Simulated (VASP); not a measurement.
Wanted: the native input for a VASP 6.6.1 run.

```yaml
Task: single point
Functional: r2SCAN
Potentials_or_basis: VASP PAW PBE potentials, release 64 (W_sv)
Cutoff: 520 eV
k_mesh: 3 × 3 × 3
Occupations: gaussian, width 0.1 eV
Spin: no spin polarisation
Dipole_correction: no
Further_INCAR_settings: ALGO = Normal; EDIFF = 1e-06; NBANDS = 96
```

W:

```
CELL_PARAMETERS angstrom
3.25367 1.87851 5.54881
-3.25367 1.87851 5.54881
0.00000 -3.75701 5.54881
ATOMIC_POSITIONS crystal
W 0.01019 0.65361 0.01019
W 0.01019 0.01019 0.65361
W 0.65361 0.01019 0.01019
W 0.98981 0.34639 0.98981
W 0.34639 0.98981 0.98981
W 0.98981 0.98981 0.34639
W 0.22118 0.63060 0.22118
W 0.22118 0.22118 0.63060
W 0.63060 0.22118 0.22118
W 0.77882 0.36940 0.77882
W 0.36940 0.77882 0.77882
W 0.77882 0.77882 0.36940
```

The input as run:

POSCAR

```
W
1.0
    3.2536682570      1.8785062441      5.5488128798
   -3.2536682570      1.8785062441      5.5488128798
    0.0000000000     -3.7570124880      5.5488128798
W
12
Direct
    0.0101900000      0.6536100000      0.0101900000
    0.0101900000      0.0101900000      0.6536100000
    0.6536100000      0.0101900000      0.0101900000
    0.9898100000      0.3463900000      0.9898100000
    0.3463900000      0.9898100000      0.9898100000
    0.9898100000      0.9898100000      0.3463900000
    0.2211800000      0.6306000000      0.2211800000
    0.2211800000      0.2211800000      0.6306000000
    0.6306000000      0.2211800000      0.2211800000
    0.7788200000      0.3694000000      0.7788200000
    0.3694000000      0.7788200000      0.7788200000
    0.7788200000      0.7788200000      0.3694000000
```

INCAR.step1

```
PREC = Accurate
ENCUT = 520
ISMEAR = 0
SIGMA = 0.1
LREAL = F
LASPH = T
NELM = 100
NBANDS = 96
GGA = PE
ALGO = Normal
EDIFF = 1E-4
LWAVE = T
LCHARG = F
```

INCAR.step2

```
PREC = Accurate
ENCUT = 520
EDIFF = 1E-6
ISMEAR = 0
SIGMA = 0.1
LREAL = F
LASPH = T
NELM = 100
ALGO = Normal
ISIF = 2
LWAVE = F
LCHARG = F
METAGGA = R2SCAN
LMIXTAU = T
NBANDS = 96
ISTART = 1
```

KPOINTS

```
regular mesh
0
Gamma
  3 3 3
```

Potentials or basis: VASP PAW PBE potentials, release 64 (W_sv).

Launch:

```console
$ cat potpaw_PBE.64/W_sv/POTCAR > POTCAR
$ cp INCAR.step1 INCAR
$ mpirun -np 1 vasp_std > vasp.out
$ cp INCAR.step2 INCAR
$ mpirun -np 1 vasp_std > vasp.out
```

Results of the run:

* Pressure: 99.3 GPa
* Largest force: 9.164 eV/Å
* Band gap on the k mesh: zero (band 84 reaches 10.02 eV, above the bottom of band 85 at 9.83 eV)

Caveat: the k points lie up to 0.39 Å⁻¹ apart; the PAW data sets were made with another functional, which shifts forces and pressure a little; spin-orbit coupling is left out, which moves the levels of the heavy elements.

It took 5.1 min on 1 thread of Intel(R) Xeon(R) 6975P-C (Granite Rapids), on a shared host, peak memory 0.41 GiB.
